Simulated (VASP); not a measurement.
A run of VASP 6.6.1 is set up as follows.

Contents of INCAR:

```
PREC = Accurate
ENCUT = 600
EDIFF = 1E-6
ISMEAR = 0
SIGMA = 0.01
LREAL = F
LASPH = T
NELM = 120
ALGO = Normal
ISIF = 2
LWAVE = F
LCHARG = T
GGA = PE
LELF = T
LVHAR = T
NBANDS = 11
GGA_COMPAT = F
```

KPOINTS

```
regular mesh
0
Gamma
  6 6 6
```

The input POSCAR:

```
Mg2Si
1.0
    0.0000000000      3.2135117268      3.2135117268
    3.2135117268      0.0000000000      3.2135117268
    3.2135117268      3.2135117268      0.0000000000
Mg Si
2 1
Direct
    0.2500000000      0.2500000000      0.2500000000
    0.7500000000      0.7500000000      0.7500000000
    0.0000000000      0.0000000000      0.0000000000
```

Potentials or basis: VASP PAW PBE potentials, release 64 (Mg, Si).

Launch:

```console
$ cat potpaw_PBE.64/Mg/POTCAR potpaw_PBE.64/Si/POTCAR > POTCAR
$ mpirun -np 1 vasp_std > vasp.out
```

Predict the pressure.

-1.6 GPa.

Estimate the band gap on the k mesh.

0.24 eV (least direct gap 1.67 eV).

A k mesh can miss the band edges.
